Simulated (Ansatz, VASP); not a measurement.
# Zr in VASP and in Ansatz

Contents of INCAR:

```
SYSTEM = Zr
ALGO = Normal
EDIFF = 1E-7
ENCUT = 520
GGA = PE
ISIF = 2
ISMEAR = -1
LASPH = .True.
LCHARG = .False.
LREAL = .False.
LWAVE = .False.
NBANDS = 12
NELM = 60
PREC = Accurate
SIGMA = 0.05
```

KPOINTS

```
k-points
0
Gamma
  13 13 13
  0 0 0
```

The input POSCAR:

```
Zr
1.0
    0.0000000000      2.2896056023      2.1873500000
    2.2896056023      0.0000000000      2.1873500000
    2.2896056023      2.2896056023      0.0000000000
Zr
1
Direct
    0.0000000000      0.0000000000      0.0000000000
```

Input for Ansatz:

```yaml
crystal:
  lattice:
    - [0.0, 2.2896056023, 2.18735]
    - [2.2896056023, 0.0, 2.18735]
    - [2.2896056023, 2.2896056023, 0.0]
  atoms:
    - { symbol: Zr, position: [0.0, 0.0, 0.0] }
kpoints:
  mp_grid: { grid: [13, 13, 13] }
scf:
  occupations: { method: fermi_dirac, width: 0.05 }
hamiltonian:
  xc: pbe
  pseudopotentials: { kind: all_electron, lapw: { basis_error: 0.0005 } }
output:
  forces: true
  stress: true
  eigenvalues: true
```

Change from the starting cell: z stretched by -3 % at fixed volume.

Alike in both runs: task single point; functional PBE; k mesh 13 × 13 × 13; occupations fermi-dirac, width 0.05 eV; no spin polarisation.

```csv
,VASP,Ansatz
version,VASP 6.6.1,Ansatz 0.2.0
potentials or method,"VASP PAW PBE potentials, release 64 (Zr_sv), cutoff 520 eV","all-electron LAPW, scalar-relativistic"
```

|  | VASP | Ansatz | Ansatz less VASP |
| --- | --- | --- | --- |
| pressure (GPa) | 1.1 | 1.1 | 0.00 |
| traceless stress, the component that is largest in VASP (GPa) | 0.69 | 0.69 | -0.006 |

Ansatz ran all-electron here, and VASP with PAW potentials.
